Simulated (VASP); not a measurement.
A run of VASP 6.6.1 is set up as follows.

File INCAR:

```
SYSTEM = MgB2
PREC     = Accurate       ! precision mode
ENCUT    = 600            ! plane-wave cutoff, eV
EDIFF    = 1E-7           ! SCF threshold, eV
ISMEAR   = -1             ! smearing method
SIGMA    = 0.05           ! smearing width, eV
LREAL    = .False.        ! projectors in reciprocal space
LASPH    = .True.         ! aspherical terms in the spheres
NELM     = 80             ! most SCF steps
ALGO     = Normal         ! electronic algorithm
ISIF     = 3              ! what is computed and relaxed
LWAVE    = .False.        ! write WAVECAR
LCHARG   = .False.        ! write CHGCAR
GGA      = B5             ! functional
ALDAX    = 1.0          
AGGAX    = 1.0          
AGGAC    = 1.0          
ALDAC    = 0.0          
IVDW     = 13             ! dispersion correction
VDW_S6   = 1.0          
VDW_S8   = 2.34076671   
VDW_A1   = 0.44488865   
VDW_A2   = 4.0933009    
IBRION   = 2              ! ionic algorithm
NSW      = 60             ! ionic steps
EDIFFG   = -0.01          ! ionic threshold
```

Contents of KPOINTS:

```
Automatic mesh
0
Gamma
  10 10 8
  0 0 0
```

File POSCAR:

```
MgB2
1.0
    3.0850000000      0.0000000000      0.0000000000
   -1.5425000000      2.6716883707      0.0000000000
    0.0000000000      0.0000000000      3.5230000000
Mg B
1 2
Direct
    0.0000000000      0.0000000000      0.0000000000
    0.6666666667      0.3333333333      0.5000000000
    0.3333333333      0.6666666667      0.5000000000
```

Potentials or basis: VASP PAW PBE potentials, release 64 (Mg, B).

The run is started by

```console
$ cat potpaw_PBE.64/Mg/POTCAR potpaw_PBE.64/B/POTCAR > POTCAR
$ mpirun -np 1 vasp_std > vasp.out
```

Question: What does it give for the relaxed volume?

Answer: 9.19 Å³/atom.

Question: What does it give for the space group after relaxing (to 0.1 Å)?

Answer: P6/mmm (No. 191).

Question: Estimate the band gap on the k mesh.

Answer: Zero (bands 4 and 5 overlap by 2.56 eV).

The path:
| step | energy change (eV) | largest force (eV/Å) | pressure (GPa) | volume (Å³) |
| --- | --- | --- | --- | --- |
| 1 | 0.0000 | 0.0000 | -6.93 | 29.04 |
| 2 | -0.0292 | 0.0000 | 2.12 | 27.31 |
| 3 | -0.0313 | 0.0000 | 0.13 | 27.65 |
| 4 | -0.0339 | 0.0000 | 0.06 | 27.59 |
| 5 | -0.0340 | 0.0000 | 0.03 | 27.57 |

Caveat: the PAW data sets were made with another functional, which shifts forces and pressure a little.
